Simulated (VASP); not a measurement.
MgSe2:

```
Mg Se
1.0
     5.86401    0.00000    0.00000
     0.00000    5.86401    0.00000
     0.00000    0.00000    3.91992
Mg Se
2 4
Cartesian
  2.9320 2.9320 1.9600
  0.0000 0.0000 0.0000
  4.0788 4.0788 0.0000
  4.7172 1.1468 1.9600
  1.7852 1.7852 0.0000
  1.1468 4.7172 1.9600
```

```yaml
Program: VASP 6.6.1
Task: relaxation of cell and atoms
Functional: PBEsol
Potentials_or_basis: VASP PAW PBE potentials, release 64 (Mg, Se)
Cutoff: 600 eV
k_mesh: 4 × 4 × 6
Occupations: fermi-dirac, width 0.03 eV
Spin: no spin polarisation
```

At the start: pressure 4.5 GPa; volume 22.47 Å³/atom.

Problem. How do energy, volume and symmetry change on relaxing?

Solution. Over 11 steps the energy falls by 32.0 meV/atom and the volume is 24.24 Å³/atom (+7.9 %); space group P4_2/mnm (No. 136, to 0.05 Å).

Step by step:
```tsv
step	energy change (eV)	largest force (eV/Å)	pressure (GPa)	volume (Å³)
1	0.0000	0.4058	4.54	134.79
2	-0.1633	0.1141	-0.59	147.60
3	-0.1658	0.1403	-0.09	146.05
4	-0.1701	0.1221	-0.06	145.89
5	-0.1801	0.0505	0.06	145.39
6	-0.1816	0.1399	0.36	144.39
7	-0.1843	0.0424	0.20	144.87
8	-0.1882	0.0338	0.09	145.20
9	-0.1913	0.0226	-0.17	145.96
10	-0.1914	0.0236	-0.13	145.85
11	-0.1917	0.0086	0.01	145.42
```

Final structure:
```
Mg Se
1.0
     6.08501    0.00000    0.00000
     0.00000    6.08501    0.00000
     0.00000    0.00000    3.92724
Mg Se
2 4
Direct
  0.50000 0.50000 0.50000
  0.00000 0.00000 0.00000
  0.70502 0.70502 0.00000
  0.79498 0.20502 0.50000
  0.29498 0.29498 0.00000
  0.20502 0.79498 0.50000
```

Caveat: the PAW data sets were made with another functional, which shifts forces and pressure a little.
